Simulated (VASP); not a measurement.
Here is a VASP 6.6.1 calculation.

Contents of INCAR:

```
ALGO = Normal
EDIFF = 1E-6
ENCUT = 520
GGA = PE
ISIF = 2
ISMEAR = 0
LASPH = T
LCHARG = T
LELF = T
LREAL = F
LVHAR = T
LWAVE = F
NBANDS = 26
NELM = 60
PREC = Accurate
SIGMA = 0.05
```

Contents of KPOINTS:

```
k-points
0
Gamma
  12 12 6
```

The input POSCAR:

```
GaN
1.0
    3.3873964345      0.0000000000      0.0000000000
   -1.6936982173      2.7872412019      0.0000000000
    0.0000000000      0.0000000000      5.2430304702
Ga N
2 2
Direct
    0.3333333333      0.6666666667      0.9991316875
    0.6666666667      0.3333333333      0.4991316875
    0.3333333333      0.6666666667      0.3758683125
    0.6666666667      0.3333333333      0.8758683125
```

Potentials or basis: VASP PAW PBE potentials, release 64 (Ga_d, N).

Command:

```bash
$ cat potpaw_PBE.64/Ga_d/POTCAR potpaw_PBE.64/N/POTCAR > POTCAR
$ mpirun -np 1 vasp_std > vasp.out
```

Task: What does it give for the largest force?

Result: 0.357 eV/Å.

Task: Estimate the pressure.

Result: -7.3 GPa.

Stress tensor (GPa, compression positive):
```
-15.85   0.00   0.00
  0.00  -3.65   0.00
  0.00   0.00  -2.34
```

Caveat: the cell differs from its parent crystal (strain +0.0525 x Voigt [1, 0, 0, 0, 0, 0]).
